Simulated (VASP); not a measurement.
**Te2Mo: single point with PBEsol**

The system is Te2Mo, a slab with vacuum.

```
CELL_PARAMETERS angstrom
6.27994 0.00000 0.00245
0.00000 3.40552 0.00000
-0.07069 0.00000 36.17218
ATOMIC_POSITIONS crystal
Te 0.43144 0.75000 0.54077
Te 0.56856 0.25000 0.45923
Te 0.92020 0.25000 0.55679
Te 0.07980 0.75000 0.44321
Mo 0.18122 0.25000 0.49760
Mo 0.81878 0.75000 0.50240
```

```
Program             : VASP 6.6.1
Task                : single point
Functional          : PBEsol
Potentials or basis : VASP PAW PBE potentials, release 64 (Te, Mo_sv)
Cutoff              : 520 eV
k mesh              : 3 × 6 × 1
Occupations         : fermi-dirac, width 0.05 eV
Spin                : no spin polarisation
```

```yaml
Largest_force: 0.029 eV/Å
Band_gap_on_the_k_mesh: zero (band 26 reaches -1.79 eV, above the bottom of band 27 at -2.16 eV)
```

Forces in eV/Å, atoms in the order of the input:
```
Te   0.001  0.000  0.025
Te  -0.001  0.000 -0.025
Te   0.000  0.000  0.029
Te   0.000  0.000 -0.029
Mo   0.003  0.000 -0.004
Mo  -0.003  0.000  0.004
```

Levels at points of the mesh, in eV from the Fermi level:
```csv
k point,band 23,band 24,band 25,band 26,band 27,band 28,band 29,band 30
"(0.00, 0.00, 0.00)",-1.03,-0.49,-0.31,0.37,0.67,1.28,1.72,2.14
"(0.00, 0.50, 0.00)",-1.65,-1.65,-1.44,-1.44,1.23,1.23,1.57,1.57
```

It took 8.2 min on 1 thread of AMD EPYC 9R14 (Zen 4) (shared host), peak memory 0.79 GiB.

Caveat: the PAW data sets were made with another functional, which shifts forces and pressure a little; spin-orbit coupling is left out, which moves the levels of the heavy elements.
